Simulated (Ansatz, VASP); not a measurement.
**Ti: VASP beside Ansatz**

```
CELL_PARAMETERS angstrom
2.93995 0.00000 0.00000
-1.46997 2.54607 0.00000
0.00000 0.00000 25.29570
ATOMIC_POSITIONS crystal
Ti 0.00000 0.00000 0.32078
Ti 0.33333 0.66667 0.40601
Ti 0.00000 0.00000 0.50000
Ti 0.33333 0.66667 0.59399
Ti 0.00000 0.00000 0.67922
```

Alike in both runs: functional PBE; k mesh 13 × 13 × 1; occupations fermi-dirac, width 0.05 eV; no spin polarisation.

Ansatz relaxed the structure, and its values are those at the end. VASP's run is a single point on that final structure, the one shown.

|  | VASP | Ansatz |
| --- | --- | --- |
| version | VASP 6.6.1 | Ansatz 0.2.0 |
| potentials or method | VASP PAW PBE potentials, release 64 (Ti_sv) | PAW with Ansatz's default frozen-core files, scalar-relativistic |
| plane-wave cutoff (eV) | 520 | 420 |
| valence electrons in the cell | 60 | 60 |

|  | VASP | Ansatz | Ansatz less VASP |
| --- | --- | --- | --- |
| rms of the force components (eV/Å) | 0.006 | 0.000 | -0.0055 |

With one functional, cell and mesh, what is left measures potentials, basis and numerics. Ansatz's warnings: stress scf threshold loose.
